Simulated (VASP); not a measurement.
Set up this calculation in VASP 6.6.1, as the native input.

* Task: single point
* Functional: LDA
* Potentials or basis: VASP PAW LDA potentials, release 64 (C)
* Cutoff: 520 eV
* k mesh: 12 × 12 × 12
* Occupations: gaussian, width 0.05 eV
* Spin: no spin polarisation
* Dipole correction: no
* Further INCAR settings: ALGO = Normal; EDIFF = 1e-06; NBANDS = 11

The structure of C lies in POSCAR:

```
C
1.0
    0.0000000000      1.7508775855      1.8821934044
    1.7508775855      0.0000000000      1.8821934044
    1.7508775855      1.7508775855      0.0000000000
C
2
Direct
    0.5000000000      0.5000000000      0.5000000000
    0.7500000000      0.7500000000      0.7500000000
```

This cell differs from its parent crystal: volume 5.770 Å^3 an atom, c/a of the conventional cell 1.0750.

The input as run:

INCAR

```
SYSTEM = C
ALGO = Normal
EDIFF = 1E-6
ENCUT = 520
GGA = CA
ISIF = 2
ISMEAR = 0
LASPH = .True.
LCHARG = .True.
LELF = .True.
LREAL = .False.
LVHAR = .True.
LWAVE = .False.
NBANDS = 11
NELM = 80
PREC = Accurate
SIGMA = 0.05
```

KPOINTS

```
k-points
0
Gamma
  12 12 12
  0 0 0
```

Potentials or basis: VASP PAW LDA potentials, release 64 (C).

Command:

```bash
$ cat potpaw_LDA.64/C/POTCAR > POTCAR
$ mpirun -np 1 vasp_std > vasp.out
```

Results of the run:

* Pressure: -18.5 GPa
* Band gap on the k mesh: 3.19 eV, indirect (least direct gap 4.86 eV)

Run time: 10 s on 1 thread of Intel Xeon 6975P-C (shared host), peak memory 0.12 GiB.
